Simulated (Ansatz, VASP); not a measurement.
## Two plane-wave programs on CdS

POSCAR

```
CdS
1.0
    0.0000000000      2.8969255847      2.8969255847
    2.8969255847      0.0000000000      2.8969255847
    2.8969255847      2.8969255847      0.0000000000
Cd S
1 1
Direct
    0.0000000000      0.0000000000      0.0000000000
    0.7500000000      0.7500000000      0.7500000000
```

Contents of INCAR.step1:

```
SYSTEM = CdS
PREC = Accurate ; ENCUT = 700
ISMEAR = -1 ; SIGMA = 0.05
LREAL = .False. ; LASPH = .True.
NELM = 120 ; NBANDS = 20
GGA = PE ; ALGO = Normal
EDIFF = 1E-5 ; LWAVE = .True.
LCHARG = .False. ; GGA_COMPAT = .False.
```

Contents of INCAR.step2:

```
SYSTEM = CdS
PREC = Accurate ; ENCUT = 700
EDIFF = 1E-6 ; ISMEAR = -1
SIGMA = 0.05 ; LREAL = .False.
LASPH = .True. ; NELM = 120
ALGO = Normal ; ISIF = 2
LWAVE = .False. ; LCHARG = .False.
METAGGA = R2SCAN ; LMIXTAU = .True.
LUSE_VDW = .True. ; IVDW_NL = 2
BPARAM = 11.95 ; CPARAM = 0.0093
NBANDS = 20 ; ISTART = 1
GGA_COMPAT = .False.
```

File KPOINTS:

```
Automatic mesh
0
Gamma
  8 8 8
  0 0 0
```

input.yaml

```yaml
crystal:
  lattice:
    - [0.0, 2.8969255847, 2.8969255847]
    - [2.8969255847, 0.0, 2.8969255847]
    - [2.8969255847, 2.8969255847, 0.0]
  atoms:
    - { symbol: Cd, position: [0.0, 0.0, 0.0] }
    - { symbol: S, position: [0.75, 0.75, 0.75] }
hamiltonian:
  xc: r2scan
  pseudopotentials: { kind: paw }
  dispersion: rvv10
kpoints:
  mp_grid: { grid: [8, 8, 8] }
scf:
  occupations: { method: fermi_dirac, width: 0.05 }
output:
  forces: true
  stress: true
  eigenvalues: true
```

Alike in both runs: task single point; functional r2SCAN; dispersion rVV10; k mesh 8 × 8 × 8; occupations fermi-dirac, width 0.05 eV; no spin polarisation.

```csv
,VASP,Ansatz
version,VASP 6.6.1,Ansatz 0.2.0
potentials or method,"VASP PAW PBE potentials, release 64 (Cd_sv_GW, S)",Ansatz PAW
plane-wave cutoff (eV),700,500
valence electrons in the cell,26,26
```

Ansatz gave:

```
gap on the k mesh at the Fermi level (eV) : 1.58
least direct gap on the mesh (eV)         : 1.58
pressure (GPa)                            : 2.0
```

Question: Estimate VASP's values.

Answer: gap on the k mesh at the Fermi level (eV): 1.58; least direct gap on the mesh (eV): 1.58; pressure (GPa): 1.9.

VASP's potentials were made for PBE, not for r2SCAN.
